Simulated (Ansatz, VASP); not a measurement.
**SiC in VASP and in Ansatz**

```
Si C
1.0
     0.00000    2.17832    2.17832
     2.17832    0.00000    2.17832
     2.17832    2.17832    0.00000
Si C
1 1
Direct
  0.00000 0.00000 0.00000
  0.25000 0.25000 0.25000
```

Alike in both runs: functional r2SCAN; k mesh 12 × 12 × 12; occupations fermi-dirac, width 0.02 eV; no spin polarisation.

Ansatz relaxed the structure, and its values are those at the end. VASP's run is a single point on that final structure, the one shown.

```csv
,VASP,Ansatz
version,VASP 6.6.1,Ansatz 0.2.0
potentials or method,"VASP PAW PBE potentials, release 64 (Si, C), cutoff 520 eV",PAW plane waves
valence electrons in the cell,8,8
```

Ansatz gave:

| Property | Result |
| --- | --- |
| gap on the k mesh at the Fermi level (eV) | 1.71 |
| pressure (GPa) | 0.0 |

**Question.** What did VASP give for the same quantities?

**Answer.** gap on the k mesh at the Fermi level (eV): 1.72; pressure (GPa): -0.2.

VASP's potentials were made for PBE, not for r2SCAN. Ansatz's warnings: stress scf threshold loose.
